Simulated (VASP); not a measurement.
Wanted: the native input for a VASP 6.6.1 run.

```yaml
Task: single point
Functional: PBE
Dispersion: D3(BJ)
Potentials_or_basis: VASP PAW PBE potentials, release 64 (Al, Cu)
Cutoff: 520 eV
k_mesh: 10 × 10 × 10
Occupations: gaussian, width 0.1 eV
Spin: no spin polarisation
Dipole_correction: no
Further_INCAR_settings: ALGO = Fast; EDIFF = 1e-06; NBANDS = 26
```

The structure of Al2Cu lies in POSCAR:

```
Al2Cu
1.0
   -2.9817391720      2.9817391720      2.4052857081
    2.9817391720     -2.9817391720      2.4052857081
    2.9817391720      2.9817391720     -2.4052857081
Al Cu
4 2
Direct
    0.3417782896      0.1582217104      0.5000000000
    0.1582217104      0.6582217104      0.8164434208
    0.8417782896      0.3417782896      0.1835565792
    0.6582217104      0.8417782896      0.5000000000
    0.7500000000      0.7500000000      0.0000000000
    0.2500000000      0.2500000000      0.0000000000
```

These files were run (other wordings do the same):

INCAR

```
SYSTEM = Al2Cu
PREC     = Accurate       ! precision mode
ENCUT    = 520            ! plane-wave cutoff, eV
EDIFF    = 1E-6           ! SCF threshold, eV
ISMEAR   = 0              ! smearing method
SIGMA    = 0.1            ! smearing width, eV
LREAL    = .FALSE.        ! projectors in reciprocal space
LASPH    = .TRUE.         ! aspherical terms in the spheres
NELM     = 100            ! most SCF steps
ALGO     = Fast           ! electronic algorithm
ISIF     = 2              ! what is computed and relaxed
LWAVE    = .FALSE.        ! write WAVECAR
LCHARG   = .FALSE.        ! write CHGCAR
GGA      = PE             ! functional
IVDW     = 12             ! dispersion correction
NBANDS   = 26             ! bands
```

KPOINTS

```
Automatic mesh
0
G
  10 10 10
  0 0 0
```

Potentials or basis: VASP PAW PBE potentials, release 64 (Al, Cu).

Launch:

```bash
$ cat potpaw_PBE.64/Al/POTCAR potpaw_PBE.64/Cu/POTCAR > POTCAR
$ mpirun -np 1 vasp_std > vasp.out
```

It gave:

* Pressure: 0.2 GPa
* Band gap on the k mesh: zero (bands 17 and 18 overlap by 4.45 eV)
* Dispersion energy per atom: -0.418 eV

It took 2.7 min on 1 thread of AMD EPYC 9R45 96-Core Processor (Zen 5), on a shared host, peak memory 0.32 GiB.
